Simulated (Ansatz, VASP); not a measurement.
# One calculation of TePb, two programs

POSCAR

```
TePb
1.0
    0.0000000000      3.3004669610      3.3004669610
    3.3004669610      0.0000000000      3.3004669610
    3.3004669610      3.3004669610      0.0000000000
Te Pb
1 1
Direct
    0.5000000000      0.5000000000      0.5000000000
    0.0000000000      0.0000000000      0.0000000000
```

Contents of INCAR.step1:

```
SYSTEM = TePb
ALGO = Normal
EDIFF = 1E-5
ENCUT = 550
GGA = PE
GGA_COMPAT = .FALSE.
ISMEAR = 0
LASPH = .TRUE.
LCHARG = .FALSE.
LREAL = .FALSE.
LWAVE = .TRUE.
NBANDS = 17
NELM = 120
PREC = Accurate
SIGMA = 0.02
```

INCAR.step2

```
SYSTEM = TePb
ALGO = Normal
EDIFF = 1E-6
ENCUT = 550
GGA_COMPAT = .FALSE.
ISIF = 2
ISMEAR = 0
ISTART = 1
LASPH = .TRUE.
LCHARG = .TRUE.
LELF = .TRUE.
LMIXTAU = .TRUE.
LREAL = .FALSE.
LVHAR = .TRUE.
LWAVE = .FALSE.
METAGGA = R2SCAN
NBANDS = 17
NELM = 120
PREC = Accurate
SIGMA = 0.02
```

The input KPOINTS:

```
k-points
0
G
  8 8 8
  0 0 0
```

Input for Ansatz:

```yaml
crystal:
  lattice:
    - [0.0, 3.300466961, 3.300466961]
    - [3.300466961, 0.0, 3.300466961]
    - [3.300466961, 3.300466961, 0.0]
  atoms:
    - { symbol: Te, position: [0.5, 0.5, 0.5] }
    - { symbol: Pb, position: [0.0, 0.0, 0.0] }
basis:
  ecutwfc: 500
kpoints:
  mp_grid: { grid: [8, 8, 8] }
hamiltonian:
  xc: r2scan
scf:
  occupations: { method: gaussian, width: 0.02 }
output:
  forces: true
  stress: true
  eigenvalues: true
```

Alike in both runs: task single point; functional r2SCAN; k mesh 8 × 8 × 8; occupations gaussian, width 0.02 eV; no spin polarisation.

|  | VASP | Ansatz |
| --- | --- | --- |
| version | VASP 6.6.1 | Ansatz 0.2.0 |
| potentials or method | VASP PAW PBE potentials, release 64 (Te, Pb_d), cutoff 550 eV | scalar-relativistic, plane waves, PAW |
| valence electrons in the cell | 20 | 30 |

```tsv
	VASP	Ansatz	Ansatz less VASP
gap on the k mesh at the Fermi level (eV)	1.15	1.15	-0.003
least direct gap on the mesh (eV)	1.15	1.15	-0.003
pressure (GPa)	-1.2	-1.2	+0.01
```

VASP's potentials were made for PBE, not for r2SCAN. VASP's potentials hold 20 valence electrons a cell and Ansatz's 30, so a difference there can come from the potentials and not from the codes.

Spin-orbit coupling is off throughout.
